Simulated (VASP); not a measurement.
**MgO: single point with PBE**

MgO:

```
CELL_PARAMETERS angstrom
2.95802 0.00000 0.00000
-1.47901 2.56172 0.00000
0.00000 0.00000 5.15653
ATOMIC_POSITIONS crystal
Mg 0.00000 0.00000 0.00000
Mg 0.00000 0.00000 0.50000
O 0.33333 0.66667 0.75000
O 0.66667 0.33333 0.25000
```

```
Program                : VASP 6.6.1
Task                   : single point
Functional             : PBE
Potentials or basis    : VASP PAW PBE potentials, release 64 (Mg, O)
Cutoff                 : 600 eV
k mesh                 : 12 × 12 × 6
Occupations            : gaussian, width 0.02 eV
Spin                   : no spin polarisation
Dipole correction      : no
Further INCAR settings : ALGO = Normal; EDIFF = 1e-06; NBANDS = 16
```

| Item | Value |
| --- | --- |
| Pressure | -0.9 GPa |
| Band gap on the k mesh | 4.11 eV, direct |

Levels at points of the mesh, in eV from the valence-band top:
```
           k point  band 4  band 5  band 6  band 7  band 8  band 9  band 10  band 11  band 12  band 13
(0.00, 0.00, 0.00)   -0.50   -0.49   -0.49    0.00    0.00    4.11     7.88    11.33    12.82    16.77
(0.50, 0.00, 0.00)   -3.41   -2.57   -1.53   -1.19   -0.68    8.20     9.45    10.04    11.31    11.93
(0.00, 0.00, 0.50)   -3.02   -0.25   -0.25   -0.25   -0.25    6.56     6.56    11.69    11.69    16.33
(0.50, 0.00, 0.50)   -4.24   -1.48   -1.48   -0.95   -0.95    8.41     8.41    10.77    10.77    12.52
```

It took 29 s on 1 thread of AMD EPYC 9R45 96-Core Processor (Zen 5), on a shared host, peak memory 0.17 GiB.

A k mesh can miss the band edges. A hybrid or GW would open this gap; PBE tends to underestimate it.
